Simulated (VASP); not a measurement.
Write the native input for VASP 6.6.1 that does the following.

| Item | Value |
| --- | --- |
| Task | single point |
| Functional | PBE |
| Potentials or basis | VASP PAW PBE potentials, release 64 (Co) |
| Cutoff | 520 eV |
| k mesh | 12 × 12 × 12 |
| Occupations | fermi-dirac, width 0.08 eV |
| Spin | collinear spin, ferromagnetic start |
| Starting moments | [2.0, 2.0, 2.0, 2.0] μB |
| Dipole correction | no |
| Further INCAR settings | ALGO = Normal; EDIFF = 1e-07; NBANDS = 30 |

The structure of Co lies in POSCAR:

```
Co
1.0
    2.5074000000      0.0000000000      0.0000000000
    0.0000000000      4.3429441948      0.0000000000
    1.2537000000      2.1714720974      4.0699000000
Co
4
Direct
    0.8750000000      0.2083333334      0.2500000000
    0.3750000000      0.7083333334      0.2500000000
    0.1250000000      0.7916666666      0.7500000000
    0.6250000000      0.2916666666      0.7500000000
```

These files were run (other wordings do the same):

INCAR

```
ALGO = Normal
EDIFF = 1E-7
ENCUT = 520
GGA = PE
ISIF = 2
ISMEAR = -1
ISPIN = 2
LASPH = T
LCHARG = T
LELF = T
LMAXMIX = 4
LORBIT = 11
LREAL = F
LVHAR = T
LWAVE = F
MAGMOM = 2 2 2 2
NBANDS = 30
NELM = 150
PREC = Accurate
SIGMA = 0.08
```

KPOINTS

```
k-points
0
Gamma
  12 12 12
```

Potentials or basis: VASP PAW PBE potentials, release 64 (Co).

Command:

```bash
$ cat potpaw_PBE.64/Co/POTCAR > POTCAR
$ mpirun -np 1 vasp_std > vasp.out
```

Results of the run:

```json
{"Pressure": "-4.4 GPa", "Net moment": "6.52 μB per cell", "Site moments": "Co +1.65 μB", "Valence electrons inside the program's atomic spheres": "Co 8.23"}
```

Caveat: the cell stands under tension.

Wall time 5.3 min on 1 thread of Intel(R) Xeon(R) 6975P-C (Granite Rapids), with other jobs on the host, peak memory 0.55 GiB.
